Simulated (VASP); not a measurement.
Wanted: the native input for a VASP 6.6.1 run.

| Property | Result |
| --- | --- |
| Task | single point |
| Functional | PBE |
| Potentials or basis | VASP PAW PBE potentials, release 64 (Mg, O) |
| Cutoff | 520 eV |
| k mesh | 6 × 6 × 6 |
| Occupations | gaussian, width 0.05 eV |
| Spin | no spin polarisation |
| Dipole correction | no |
| Further INCAR settings | ALGO = Normal; EDIFF = 1e-06; NBANDS = 26 |

The structure of MgO lies in POSCAR:

```
MgO
1.0
    4.2538458108      0.0000000000      0.0000000000
    0.0000000000     -4.2538458108      0.0000000000
    0.0000000000      0.0000000000     -4.2538458108
Mg O
4 4
Direct
   -0.0124670735     -0.0124670735      0.0000000000
    0.5000000000      0.5000000000      0.0000000000
    0.5000000000      0.0000000000      0.5000000000
    0.0000000000      0.5000000000      0.5000000000
    0.5000000000      0.0000000000      0.0000000000
    0.0000000000      0.5000000000      0.0000000000
    0.0000000000      0.0000000000      0.5000000000
    0.5000000000      0.5000000000      0.5000000000
```

This cell differs from its parent crystal: atom 1 (Mg) moved +0.075 Å towards its neighbour atom 2 (Mg) at 3.008 Å.

One way to write it, as run:

INCAR

```
SYSTEM = MgO
ALGO = Normal
EDIFF = 1E-6
ENCUT = 520
GGA = PE
ISIF = 2
ISMEAR = 0
LASPH = .TRUE.
LCHARG = .TRUE.
LELF = .TRUE.
LREAL = .FALSE.
LVHAR = .TRUE.
LWAVE = .FALSE.
NBANDS = 26
NELM = 80
PREC = Accurate
SIGMA = 0.05
```

KPOINTS

```
k-points
0
G
  6 6 6
  0 0 0
```

Potentials or basis: VASP PAW PBE potentials, release 64 (Mg, O).

Command:

```console
$ cat potpaw_PBE.64/Mg/POTCAR potpaw_PBE.64/O/POTCAR > POTCAR
$ mpirun -np 1 vasp_std > vasp.out
```

Results of the run:

```
Pressure               : -0.6 GPa
Largest force          : 0.676 eV/Å
Band gap on the k mesh : 4.44 eV
```

Caveat: the cell differs from its parent crystal (atom 1 (Mg) moved +0.075 Å towards its neighbour atom 2 (Mg) at 3.008 Å).

It took 96 s on 1 thread of Intel Xeon 8259CL, on a shared host, peak memory 0.22 GiB.
